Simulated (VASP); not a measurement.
**Se: single point with PBEsol**

Se:

```
Se
1.0
    -1.40380    1.40380    1.40380
     1.40380   -1.40380    1.40380
     1.40380    1.40380   -1.40380
Se
1
Direct
  0.00000 0.00000 0.00000
```

* Program: VASP 6.6.1
* Task: single point
* Functional: PBEsol
* Potentials or basis: VASP PAW PBE potentials, release 64 (Se)
* Cutoff: 520 eV
* k mesh: 13 × 13 × 13
* Occupations: fermi-dirac, width 0.05 eV
* Spin: no spin polarisation

- Pressure: 163.8 GPa
- Band gap on the k mesh: zero (band 3 reaches 22.86 eV, above the bottom of band 4 at 7.63 eV)

Levels at points of the mesh, in eV from the Fermi level:
```
           k point  band 1  band 2  band 3  band 4  band 5  band 6
(0.00, 0.00, 0.00)  -24.00    7.67    7.67    7.67   14.13   14.13
```

It used 7.6 s of CPU time on 1 thread of AMD EPYC 7R13 Processor (Zen 3) (shared host).

Caveat: the PAW data sets were made with another functional, which shifts forces and pressure a little.
